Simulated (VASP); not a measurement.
# CaZnBr4 (Cmmm) in VASP: further runs, part 2 of 2

VASP 6.6.1. The steps go on from the part before.

## 3. Single point, PBE

This run uses another cell than the first one, of 33.81 Å³/atom.

Contents of INCAR:

```
PREC     = Accurate       # precision mode
ENCUT    = 500            # plane-wave cutoff, eV
EDIFF    = 1E-6           # SCF threshold, eV
ISMEAR   = 0              # smearing method
SIGMA    = 0.1            # smearing width, eV
LREAL    = False          # projectors in reciprocal space
LASPH    = True           # aspherical terms in the spheres
NELM     = 120            # most SCF steps
ALGO     = Normal         # electronic algorithm
ISIF     = 2              # what is computed and relaxed
LWAVE    = False          # write WAVECAR
LCHARG   = False          # write CHGCAR
GGA      = PE             # functional
NBANDS   = 34             # bands
GGA_COMPAT= False
```

Contents of KPOINTS:

```
Automatic mesh
0
Gamma
  4 4 4
```

Contents of POSCAR:

```
CaZnBr4
1.0
    4.8254521600     -4.8671565300      0.0000000000
    4.8254521600      4.8671565300      0.0000000000
    0.0000000000      0.0000000000      4.3185906800
Ca Zn Br
1 1 4
Direct
    0.5000000000      0.5000000000      0.5000000000
    0.0000000000      0.0000000000      0.0000000000
    0.7958980100      0.2041019900      0.5000000000
    0.3072359900      0.3072359900      0.0000000000
    0.6927640100      0.6927640100      0.0000000000
    0.2041019900      0.7958980100      0.5000000000
```

Potentials or basis: VASP PAW PBE potentials, release 64 (Ca_sv, Zn, Br).

On the command line:

```
cat potpaw_PBE.64/Ca_sv/POTCAR potpaw_PBE.64/Zn/POTCAR potpaw_PBE.64/Br/POTCAR > POTCAR
mpirun -np 1 vasp_std > vasp.out
```

OUTCAR:

```text
PREC = Accurate
   ENCUT = 500
   EDIFF = 1E-6
   ISMEAR = 0
   LREAL = False
   LASPH = True
   NELM = 120
   ISIF = 2
   GGA = PE

 ion  position               nearest neighbor table
   1  0.500  0.500  0.500-   4 2.85   5 2.85   4 2.85   5 2.85   3 2.88   6 2.88
   2  0.000  0.000  0.000-
   3  0.796  0.204  0.500-   1 2.88
   4  0.307  0.307  0.000-   1 2.85   1 2.85
   5  0.693  0.693  0.000-   1 2.85   1 2.85
   6  0.204  0.796  0.500-   1 2.88

  LATTYP: Found a base centered orthorhombic cell.
 ALAT       =     9.6509043200
 B/A-ratio  =     1.0086425828
 C/A-ratio  =     0.4474804160

  Lattice vectors:

 A1 = (   4.8254521600,  -4.8671565300,   0.0000000000)
 A2 = (   4.8254521600,   4.8671565300,   0.0000000000)
 A3 = (   0.0000000000,   0.0000000000,   4.3185906800)

Analysis of symmetry for initial positions (statically):
=====================================================================
 Subroutine PRICEL returns:
 Original cell was already a primitive cell.

 Routine SETGRP: Setting up the symmetry group for a
 base centered orthorhombic supercell.

 Subroutine GETGRP returns: Found  8 space group operations
 (whereof  8 operations were pure point group operations)
 out of a pool of  8 trial point group operations.

The static configuration has the point symmetry D_2h.

Analysis of symmetry for dynamics (positions and initial velocities):
=====================================================================
 Subroutine PRICEL returns:
 Original cell was already a primitive cell.

 Routine SETGRP: Setting up the symmetry group for a
 base centered orthorhombic supercell.

 Subroutine GETGRP returns: Found  8 space group operations
 (whereof  8 operations were pure point group operations)
 out of a pool of  8 trial point group operations.

[... 123 lines left out ...]
     AMIX     =   0.40;   BMIX     =  1.00
     AMIX_MAG =   1.60;   BMIX_MAG =  1.00
  volume/ion in A,a.u.               =      33.81       228.16
  Fermi-wavevector in a.u.,A,eV,Ry     =   1.026447  1.939703 14.334999  1.053593
  Thomas-Fermi vector in A             =   2.160340
   LORBIT       =      0    0 simple, 1 ext, 2 COOP (PROOUT), +10 PAW based schemes
   GGA     = PE    functional components
   LHFCALC =     F    Hartree Fock is set to
   AEXX    =    0.0000 exact exchange contribution
   IVDW    =     0    specifies the selected vdW correction
   LEPSILON=     F    determine dielectric tensor
   LRPA    =     F    only Hartree local field effects (RPA)
 non-spin polarized calculation
 Gauss-broadening in eV      SIGMA  =   0.10
  energy-cutoff  :      500.00
  volume of cell :      202.85
 maximum number of plane-waves:      5180
 NGX is ok and might be reduce to    50
   NGX = 25   NGY = 25   NGZ = 15

 number of electron      49.9999985 magnetization

 Free energy of the ion-electron system (eV)
  ---------------------------------------------------
  ext. energy  EPLUGINS =         0.00000000
  ---------------------------------------------------
  free energy    TOTEN  =       -17.08920627 eV

  energy without entropy =      -17.08920627  energy(sigma->0) =      -17.08920627

 E-fermi :  -0.4307     XC(G=0):  -7.7536

 val. band max:       -0.9442122276   @ k =   0.0000   0.0000   0.0000
 cond. band min:       0.2908932202   @ k =   0.0000   0.0000   0.0000
 fundamental gap:      1.2351054478
 Fermi energy:        -0.4307192024

 k-point     1 :       0.0000    0.0000    0.0000
  band No.  band energies     occupation
      1     -40.1306      2.00000
      2     -21.1840      2.00000
      3     -21.1703      2.00000
      4     -21.1484      2.00000
      5     -14.3493      2.00000
      6     -14.0191      2.00000
[... 766 lines left out ...]
     33       6.3020      0.00000
     34       6.4545      0.00000

------------------------ aborting loop because EDIFF is reached ----------------------------------------

  FORCE on cell =-STRESS in cart. coord.  units (eV):
  Direction    XX          YY          ZZ          XY          YZ          ZX
  --------------------------------------------------------------------------------------
  -------------------------------------------------------------------------------------
  Total       -2.7163311     -2.8230974     -3.1793537      0.0000000      0.0000000      0.0000000
  in kB      -21.4539822    -22.2972383    -25.1110033      0.0000000      0.0000000      0.0000000
  external PRESSURE =     -22.9540746 kB  Pullay stress =       0.0000000 kB

 VOLUME and BASIS-vectors are now :
 -----------------------------------------------------------------------------
  energy-cutoff  :      500.00
  volume of cell :      202.85
      direct lattice vectors                 reciprocal lattice vectors
     4.825452160 -4.867156530  0.000000000     0.103617233 -0.102729386  0.000000000
     4.825452160  4.867156530  0.000000000     0.103617233  0.102729386  0.000000000
     0.000000000  0.000000000  4.318590680     0.000000000  0.000000000  0.231557023

 POSITION                                       TOTAL-FORCE (eV/Angst)
 -----------------------------------------------------------------------------------
      4.82545      0.00000      2.15930         0.000000      0.000000     -0.000000
      0.00000      0.00000      0.00000        -0.000000      0.000000     -0.000000
      4.82545     -2.88036      2.15930         0.000000     -1.290886      0.000000
      2.96511      0.00000      0.00000        -0.825340      0.000000     -0.000000
      6.68580      0.00000      0.00000         0.825340      0.000000     -0.000000
      4.82545      2.88036      2.15930         0.000000      1.290886     -0.000000
 -----------------------------------------------------------------------------------
    total drift:                               -0.000000      0.000000      0.000000

  FREE ENERGIE OF THE ION-ELECTRON SYSTEM (eV)
  ---------------------------------------------------
  free  energy   TOTEN  =       -17.0892062744 eV

  energy  without entropy=      -17.0892062744  energy(sigma->0) =      -17.08920627
```

stdout:

```text
POSCAR found type information on POSCAR CaZnBr
 POSCAR found :  3 types and       6 ions
 scaLAPACK will be used
 LDA part: xc-table for (Slater+PW92), standard interpolation
 POSCAR, INCAR and KPOINTS ok, starting setup
 FFT: planning ... GRIDC
 FFT: planning ... GRID_SOFT
 FFT: planning ... GRID
 WAVECAR not read
 entering main loop
```

Run time: 2 min. Hardware: 1 thread of Intel Xeon 6975P-C (Granite Rapids), shared host; peak memory 0.34 GiB.

What came out:

```
Free energy            : -17.0892 eV
Pressure               : -2.3 GPa
Largest force          : 1.291 eV/Å
Band gap on the k mesh : 1.24 eV
```

Forces on the atoms (eV/Å):
```
Ca   0.000  0.000  0.000
Zn   0.000  0.000  0.000
Br   0.000 -1.291  0.000
Br  -0.825  0.000  0.000
Br   0.825  0.000  0.000
Br   0.000  1.291  0.000
```

Stress tensor (GPa, compression positive):
```
-2.15  0.00  0.00
 0.00 -2.23  0.00
 0.00  0.00 -2.51
```

Caveat: forces of over 1 eV/Å act on the atoms, so gaps and moduli don't describe the material at rest. A k mesh can miss the band edges.

## 4. Single point, PBE (26.50 Å³/atom)

This run uses another cell than the first one, of 26.50 Å³/atom.

Contents of INCAR:

```
SYSTEM = CaZnBr4
ALGO = Normal ; EDIFF = 1E-6
ENCUT = 500 ; GGA = PE
GGA_COMPAT = .False. ; ISIF = 2
ISMEAR = 0 ; LASPH = .True.
LCHARG = .True. ; LELF = .True.
LREAL = .False. ; LVHAR = .True.
LWAVE = .False. ; NBANDS = 34
NELM = 120 ; PREC = Accurate
SIGMA = 0.02
```

Contents of KPOINTS:

```
k-points
0
Gamma
  4 4 8
  0 0 0
```

Contents of POSCAR:

```
CaZnBr4
1.0
    4.5101723427     -4.4857183410      0.0000000000
    4.5101723427      4.4857183410      0.0000000000
    0.0000000000      0.0000000000      3.9297777564
Ca Zn Br
1 1 4
Direct
    0.5000000000      0.5000000000      0.5000000000
    0.0000000000      0.0000000000      0.0000000000
    0.8115808394      0.1884191606      0.5000000000
    0.2838435580      0.2838435580      0.0000000000
    0.7161564420      0.7161564420      0.0000000000
    0.1884191606      0.8115808394      0.5000000000
```

On the command line:

```
cat potpaw_PBE.64/Ca_sv/POTCAR potpaw_PBE.64/Zn/POTCAR potpaw_PBE.64/Br/POTCAR > POTCAR
mpirun -np 1 vasp_std > vasp.out
```

Wall time 97 s (1 thread of Intel Xeon 6975P-C (Granite Rapids), shared host); peak memory 0.34 GiB.

Results (log left out):

```
Free energy            : -17.4638 eV
Pressure               : 5.3 GPa
Largest force          : 0.018 eV/Å
Band gap on the k mesh : 2.35 eV
```

Forces on the atoms (eV/Å):
```
Ca   0.000  0.000  0.000
Zn   0.000  0.000  0.000
Br   0.000 -0.002  0.000
Br  -0.018  0.000  0.000
Br   0.018  0.000  0.000
Br   0.000  0.002  0.000
```

Stress tensor (GPa, compression positive):
```
5.23 0.00 0.00
0.00 5.30 0.00
0.00 0.00 5.35
```

Levels at points of the mesh, in eV from the valence-band top:
| k point | band 23 | band 24 | band 25 | band 26 | band 27 | band 28 |
| --- | --- | --- | --- | --- | --- | --- |
| (0.00, 0.00, 0.00) | -0.42 | -0.37 | 0.00 | 2.35 | 4.66 | 5.22 |
| (0.50, 0.00, 0.00) | -0.60 | -0.53 | -0.32 | 3.69 | 4.12 | 5.22 |
| (0.50, 0.50, 0.00) | -1.01 | -0.86 | -0.71 | 2.94 | 4.89 | 5.86 |
| (0.00, 0.00, 0.50) | -1.25 | -0.90 | -0.87 | 4.01 | 5.24 | 5.44 |
| (0.50, 0.00, 0.50) | -0.89 | -0.88 | -0.85 | 3.43 | 5.04 | 5.69 |
| (0.50, 0.50, 0.50) | -0.84 | -0.80 | -0.46 | 3.12 | 4.61 | 5.12 |

Caveat: the cell stands under pressure. A k mesh can miss the band edges.

## 5. Overview

```csv
cell,k mesh,smearing,gap on the mesh (eV),pressure (GPa),largest force (eV/Å)
"a = 6.643, b = 6.643, c = 4.098 Å, angles 90.0, 90.0, 90.2°, 6 atoms, atomic positions A",4 × 4 × 4,gaussian 0.1 eV,2.04,-0.1,0.03
"a = 6.854, b = 6.854, c = 4.319 Å, angles 90.0, 90.0, 90.5°, 6 atoms, atomic positions B",4 × 4 × 4,gaussian 0.1 eV,1.24,-2.3,1.29
"a = 6.361, b = 6.361, c = 3.930 Å, angles 90.0, 90.0, 89.7°, 6 atoms, atomic positions C",4 × 4 × 8,gaussian 0.02 eV,2.35,5.3,0.02
```

Alike in all rows: task single point; level PBE; potentials or basis VASP PAW PBE potentials, release 64 (Ca_sv, Zn, Br); no spin polarisation; cutoff (eV) 500.

Caveats: forces of over 1 eV/Å act on the atoms, so gaps and moduli don't describe the material at rest (at least some runs); the cell stands under pressure (at least some runs).

Absolute energies hang on the potentials; compare differences alone.
